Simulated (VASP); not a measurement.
Here is a VASP 6.6.1 calculation.

INCAR

```
PREC = Accurate
ENCUT = 520
EDIFF = 1E-6
ISMEAR = 0
SIGMA = 0.05
LREAL = False
LASPH = True
NELM = 100
ALGO = Normal
ISIF = 2
LWAVE = False
LCHARG = False
GGA = PE
NBANDS = 35
```

Contents of KPOINTS:

```
regular mesh
0
Gamma
  6 6 8
```

Contents of POSCAR:

```
SnO2
1.0
    4.8804606745      0.0000000000      0.0000000000
    0.0000000000      4.8804744875      0.0000000000
    0.0000000000      0.0000000000      3.1683950699
Sn O
2 4
Direct
    0.5000000000      0.5000000000      0.5000000000
    0.0000000000      0.0000000000      0.0000000000
    0.3212190046      0.3212768970      0.0000000000
    0.8212190046      0.1787231030      0.5000000000
    0.1787809954      0.8212768970      0.5000000000
    0.6787809954      0.6787231030      0.0000000000
```

Potentials or basis: VASP PAW PBE potentials, release 64 (Sn_d, O).

The run is started by

```console
$ cat potpaw_PBE.64/Sn_d/POTCAR potpaw_PBE.64/O/POTCAR > POTCAR
$ mpirun -np 1 vasp_std > vasp.out
```

Q: Predict the largest force.

A: 2.365 eV/Å.

Q: Predict the band gap on the k mesh.

A: 1.20 eV.

Q: Estimate the pressure.

A: 8.8 GPa.

Stress tensor (GPa, compression positive):
```
 5.22  0.00  0.00
 0.00  5.22  0.00
 0.00  0.00 16.06
```

Caveat: the stress differs along the axes, from 5 to 16 GPa; spin-orbit coupling is left out, which moves the levels of the heavy elements; forces of over 1 eV/Å act on the atoms, so gaps and moduli don't describe the material at rest.
